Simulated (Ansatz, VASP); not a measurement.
# Os in VASP and in Ansatz

```
Os
1.0
     2.55277   -1.68719    0.00000
     2.55277    1.68719    0.00000
     0.00000    0.00000    6.88245
Os
4
Direct
  0.85000 0.15000 0.11700
  0.65000 0.35000 0.61700
  0.15000 0.85000 0.88300
  0.35000 0.65000 0.38300
```

Alike in both runs: task single point; functional PBEsol; k mesh 6 × 6 × 4; occupations gaussian, width 0.1 eV; no spin polarisation.

```csv
,VASP,Ansatz
version,VASP 6.6.1,Ansatz 0.2.0
potentials or method,"VASP PAW PBE potentials, release 64 (Os_sv_GW), cutoff 500 eV","scalar-relativistic, plane waves, PAW"
valence electrons in the cell,64,64
```

```tsv
	VASP	Ansatz	Ansatz less VASP
gap on the k mesh at the Fermi level (eV)	none	none	-
rms of the force components (eV/Å)	11.776	10.956	-0.8201
```

VASP's potentials were made for PBE, not for PBEsol. Atom by atom the forces differ by 0.822 eV/Å (rms over components). A gap of «none» marks a metal or a gap that the smearing closes.

The k mesh is coarse, so the values compare programs but aren't converged. Neither program's run includes spin-orbit coupling.
